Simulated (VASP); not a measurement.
Na3Cl:

```xyz
4
Lattice="3.4864 0.0000 0.0000 0.0000 3.4864 0.0000 0.0000 0.0000 9.4870" Properties=species:S:1:pos:R:3 pbc="T T T"
Na    0.0000    0.0000    4.7435
Na    1.7432    1.7432    7.8331
Na    1.7432    1.7432    1.6539
Cl    0.0000    0.0000    0.0000
```

Base run:

* Program: VASP 6.6.1
* Functional: LDA
* Potentials or basis: VASP PAW LDA potentials, release 64 (Na_pv, Cl)
* Cutoff: 520 eV
* k mesh: 7 × 7 × 3
* Occupations: fermi-dirac, width 0.15 eV
* Spin: no spin polarisation

Its results: band gap on the k mesh zero (bands 14 and 15 overlap by 2.97 eV); pressure -1.0 GPa; largest force 0.004 eV/Å.

Question: The run is repeated on the same cell with these changes: functional from LDA to BLYP; potentials or basis from VASP PAW LDA potentials, release 64 (Na_pv, Cl) to VASP PAW PBE potentials, release 64 (Na_pv, Cl). What comes out?

Answer: Band gap on the k mesh zero (bands 14 and 15 overlap by 2.96 eV); pressure 1.1 GPa; largest force 0.172 eV/Å.

Caveats: the PAW data sets were made with another functional, which shifts forces and pressure a little (at least some runs).
